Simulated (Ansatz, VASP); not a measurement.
## Zn4O in VASP and in Ansatz

```
Zn O
1.0
     1.48598   -2.57380    0.00000
    -4.45795   -2.57380    0.00000
     0.00000    0.00000   -8.83152
Zn O
8 2
Direct
  0.00000 0.66667 0.15010
  0.50000 0.16667 0.15010
  0.50000 0.83333 0.84990
  0.00000 0.33333 0.84990
  0.50000 0.83333 0.38332
  0.00000 0.33333 0.38332
  0.00000 0.66667 0.61668
  0.50000 0.16667 0.61668
  0.50000 0.50000 0.00000
  0.00000 0.00000 0.00000
```

Alike in both runs: task single point; functional PBE; k mesh 8 × 4 × 4; occupations gaussian, width 0.2 eV; no spin polarisation.

|  | VASP | Ansatz |
| --- | --- | --- |
| version | VASP 6.6.1 | Ansatz 0.2.0 |
| potentials or method | VASP PAW PBE potentials, release 64 (Zn, O), cutoff 520 eV | scalar-relativistic, plane waves, PAW |
| valence electrons in the cell | 108 | 108 |

VASP gave:

| Item | Value |
| --- | --- |
| gap on the k mesh at the Fermi level (eV) | none |
| pressure (GPa) | 0.4 |
| traceless stress, the component that is largest in VASP (GPa) | 0.86 |
| rms of the force components (eV/Å) | 0.033 |

Question: Estimate Ansatz's values.

Answer: gap on the k mesh at the Fermi level (eV): none; pressure (GPa): 0.1; traceless stress, the component that is largest in VASP (GPa): 0.78; rms of the force components (eV/Å): 0.034.

Atom by atom the forces differ by 0.012 eV/Å (rms over components). A gap of «none» marks a metal or a gap that the smearing closes.
